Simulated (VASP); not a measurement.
Runs of VASP 6.6.1 on CsBr. The structure is that of space group Pm-3m (No. 221), or close to it. The cells are those of the table. 

```csv
cell,gap on the mesh (eV),pressure (GPa)
"a = 4.199 Å, 2 atoms",4.55,0.6
"a = 4.370 Å, 2 atoms",4.11,(a)
"a = 4.243 Å, 2 atoms",(b),0.1
"a = 4.328 Å, 2 atoms",4.21,-0.8
"a = 4.286 Å, 2 atoms",(c),-0.4
```

Alike in all rows: task single point; level PBEsol; potentials or basis VASP PAW PBE potentials, release 64 (Cs_sv, Br); no spin polarisation; k mesh 6 × 6 × 6; cutoff (eV) 500; smearing gaussian 0.01 eV.

Q: Fill in the values left out.

A: (a) -1.1; (b) 4.44; (c) 4.33.

Caveats: the PAW data sets were made with another functional, which shifts forces and pressure a little; spin-orbit coupling is left out, which moves the levels of the heavy elements.

A k mesh can miss the band edges, and the runs leave out spin-orbit coupling on Br, Cs.
